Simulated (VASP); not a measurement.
# Si: single point with PBEsol

Si:

```xyz
4
Lattice="-3.4883 3.4883 1.9187 3.4883 -3.4883 1.9187 3.4883 3.4883 -1.9187" Properties=species:S:1:pos:R:3 pbc="T T T"
Si    1.2469    1.2469    0.0000
Si    2.2414    2.2414    1.9187
Si    2.2414   -2.2414    1.9187
Si   -2.2414    2.2414    1.9187
```

```yaml
Program: VASP 6.6.1
Task: single point
Functional: PBEsol
Potentials_or_basis: VASP PAW PBE potentials, release 64 (Si)
Cutoff: 520 eV
k_mesh: 10 × 10 × 10
Occupations: gaussian, width 0.03 eV
Spin: no spin polarisation
```

- Pressure: -6.5 GPa
- Largest force: 0.455 eV/Å
- Band gap on the k mesh: 0.28 eV (least direct gap 0.94 eV)

Forces in eV/Å, atoms in the order of the input:
```
Si  -0.322 -0.322  0.000
Si   0.322  0.322  0.000
Si   0.322 -0.322  0.000
Si  -0.322  0.322  0.000
```

Stress tensor (GPa, compression positive):
```
-8.67  0.00  0.00
 0.00 -8.67  0.00
 0.00  0.00 -2.12
```

Levels at points of the mesh, in eV from the valence-band top:
| k point | band 6 | band 7 | band 8 | band 9 | band 10 | band 11 |
| --- | --- | --- | --- | --- | --- | --- |
| (0.00, 0.00, 0.00) | -1.06 | -1.06 | -0.31 | 1.25 | 1.25 | 1.97 |
| (0.50, 0.00, 0.00) | -3.11 | -1.99 | -1.37 | 0.92 | 2.05 | 2.98 |
| (0.50, 0.50, 0.00) | -1.83 | -1.46 | -1.15 | 1.87 | 1.95 | 2.29 |
| (0.50, 0.50, 0.50) | -0.03 | 0.00 | 0.00 | 0.94 | 2.15 | 2.93 |

It took 3.8 min on 1 thread of Intel Xeon 8259CL, on a shared host, peak memory 0.3 GiB.

Caveat: the stress differs along the axes, from -9 to -2 GPa; the PAW data sets were made with another functional, which shifts forces and pressure a little. A k mesh can miss the band edges.
